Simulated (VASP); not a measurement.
Crystal: InB2As3.

```xyz
6
Lattice="4.7896 0.0000 0.0000 0.0000 4.7896 0.0000 0.0000 0.0000 5.6905" Properties=species:S:1:pos:R:3 pbc="T T T"
In    0.0000    0.0000    2.8453
B     2.3948    2.3948    2.0139
B     2.3948    2.3948    3.6766
As    0.0000    0.0000    4.6985
As    0.0000    0.0000    0.9920
As    2.3948    2.3948    0.0000
```

- Program: VASP 6.6.1
- Task: relaxation of cell and atoms
- Functional: PBE
- Potentials or basis: VASP PAW PBE potentials, release 64 (In_d, B, As)
- Cutoff: 600 eV
- k mesh: 4 × 4 × 4
- Occupations: gaussian, width 0.1 eV
- Spin: no spin polarisation

At the start: pressure 33.3 GPa; volume 21.76 Å³/atom.

Problem. Where does the relaxation end?

Solution. Over 46 steps the energy falls by 2216.2 meV/atom and the volume is 17.03 Å³/atom (-21.7 %); space group P4/mmm (No. 123, to 0.05 Å).

Step by step:
| step | energy change (eV) | largest force (eV/Å) | pressure (GPa) | volume (Å³) |
| --- | --- | --- | --- | --- |
| 1 | 0.0000 | 16.0842 | 33.28 | 130.54 |
| 3 | 14.6913 | 102.5213 | 58.72 | 137.40 |
| 5 | 11.2793 | 84.2631 | 58.27 | 132.29 |
| 7 | 10.6286 | 79.8808 | 57.80 | 130.98 |
| 9 | 10.4787 | 78.7905 | 57.73 | 130.65 |
| 11 | 10.4421 | 78.5182 | 57.71 | 130.57 |
| 13 | 10.4330 | 78.4503 | 57.71 | 130.55 |
| 15 | 10.4307 | 78.4330 | 57.71 | 130.54 |
| 17 | 10.4302 | 78.4286 | 57.71 | 130.54 |
| 19 | 10.4300 | 78.4276 | 57.71 | 130.54 |
| 21 | -4.6709 | 3.0435 | 16.80 | 138.35 |
| 23 | -4.7377 | 6.2387 | 15.17 | 139.48 |
| 25 | -8.0086 | 1.5808 | 1.80 | 153.58 |
| 27 | -8.5314 | 1.5787 | -5.74 | 168.56 |
| 29 | -8.7887 | 1.5661 | -4.71 | 161.60 |
| 31 | -10.2470 | 1.6955 | -8.45 | 144.16 |
| 33 | -6.2122 | 11.8778 | 72.31 | 73.49 |
| 35 | -12.7862 | 3.4244 | 10.26 | 93.72 |
| 37 | -13.1249 | 1.8751 | 3.61 | 98.98 |
| 39 | -13.1093 | 0.7927 | 0.24 | 99.95 |
| 41 | -13.2749 | 0.3846 | 0.27 | 101.09 |
| 43 | -13.2948 | 0.1497 | 0.76 | 101.24 |
| 45 | -13.2969 | 0.0639 | 0.13 | 101.83 |
| 46 | -13.2971 | 0.0160 | -0.07 | 102.19 |

Final structure:
```
In B As
1.0
     3.41175    0.00000    0.00000
     0.00000    3.41175    0.00000
     0.00000    0.00000    8.77926
In B As
1 2 3
Direct
  0.00000 0.00000 0.50000
  0.50000 0.50000 0.40905
  0.50000 0.50000 0.59095
  0.00000 0.00000 0.82201
  0.00000 0.00000 0.17799
  0.50000 0.50000 0.00000
```

Caveat: the volume moved by over 15 % at a fixed basis, so the end points are rough.
